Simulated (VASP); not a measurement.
Crystal: TiO2.

```
Ti O
1.0
     4.60000    0.00000    0.00000
     0.00000    4.60000    0.00000
     0.00000    0.00000    2.96000
Ti O
2 4
Cartesian
  0.0000 0.0000 0.0000
  2.3000 2.3000 1.4800
  1.4030 1.4030 0.0000
  -1.4030 -1.4030 0.0000
  3.7030 0.8970 1.4800
  0.8970 3.7030 1.4800
```

```yaml
Program: VASP 6.6.1
Task: relaxation of cell and atoms
Functional: LDA
Potentials_or_basis: VASP PAW LDA potentials, release 64 (Ti_sv, O)
Cutoff: 600 eV
k_mesh: 6 × 6 × 8
Occupations: gaussian, width 0.02 eV
Spin: no spin polarisation
```

At the start: pressure -8.0 GPa; volume 10.44 Å³/atom.

Question: Where does the relaxation end?

Answer: Over 6 steps the energy falls by 9.1 meV/atom and the volume is 10.09 Å³/atom (-3.4 %); space group P4_2/mnm (No. 136, to 0.05 Å).

Step by step:
```
step  energy change (eV)  largest force (eV/Å)  pressure (GPa)  volume (Å³)
   1              0.0000                0.0147           -7.97        62.63
   2              0.0539                0.4570           12.94        58.04
   3             -0.0518                0.1611           -0.15        60.69
   4             -0.0518                0.1649            0.01        60.65
   5             -0.0544                0.0169            0.08        60.54
   6             -0.0544                0.0020            0.07        60.52
```

Final structure:
```
Ti O
1.0
     4.55177    0.00000    0.00000
     0.00000    4.55177    0.00000
     0.00000    0.00000    2.92121
Ti O
2 4
Direct
  0.00000 0.00000 0.00000
  0.50000 0.50000 0.50000
  0.30384 0.30384 0.00000
  0.69616 0.69616 0.00000
  0.80384 0.19616 0.50000
  0.19616 0.80384 0.50000
```
